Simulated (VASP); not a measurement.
A run of VASP 6.6.1:

Contents of INCAR:

```
ALGO     = Normal         # electronic algorithm
EDIFF    = 1E-6           # SCF threshold, eV
EDIFFG   = -0.02          # ionic threshold
ENCUT    = 600            # plane-wave cutoff, eV
GGA      = PE             # functional
IBRION   = 2              # ionic algorithm
ISIF     = 3              # what is computed and relaxed
ISMEAR   = -1             # smearing method
LASPH    = T              # aspherical terms in the spheres
LCHARG   = F              # write CHGCAR
LREAL    = F              # projectors in reciprocal space
LWAVE    = F              # write WAVECAR
NELM     = 60             # most SCF steps
NSW      = 80             # ionic steps
PREC     = Accurate       # precision mode
SIGMA    = 0.05           # smearing width, eV
```

The input KPOINTS:

```
k-points
0
Gamma
  9 9 9
```

File POSCAR:

```
Sn
1.0
   -2.9401404553      2.9401404553      1.5993019889
    2.9401404553     -2.9401404553      1.5993019889
    2.9401404553      2.9401404553     -1.5993019889
Sn
2
Direct
    0.0000000000      0.0000000000      0.0000000000
    0.7500000000      0.2500000000      0.5000000000
```

Potentials or basis: VASP PAW PBE potentials, release 64 (Sn_d).

Launch:

```console
$ cat potpaw_PBE.64/Sn_d/POTCAR > POTCAR
$ mpirun -np 1 vasp_std > vasp.out
```

Hardware: 1 thread of Intel(R) Xeon(R) Platinum 8488C (Sapphire Rapids) (shared host).

**Question.** Estimate the wall time of this run.

**Answer.** Run time: 2.3 min on 1 thread of Intel(R) Xeon(R) Platinum 8488C (Sapphire Rapids) (shared host), peak memory 0.26 GiB. Counts: scf iterations 25, k points 75, ion steps 3.
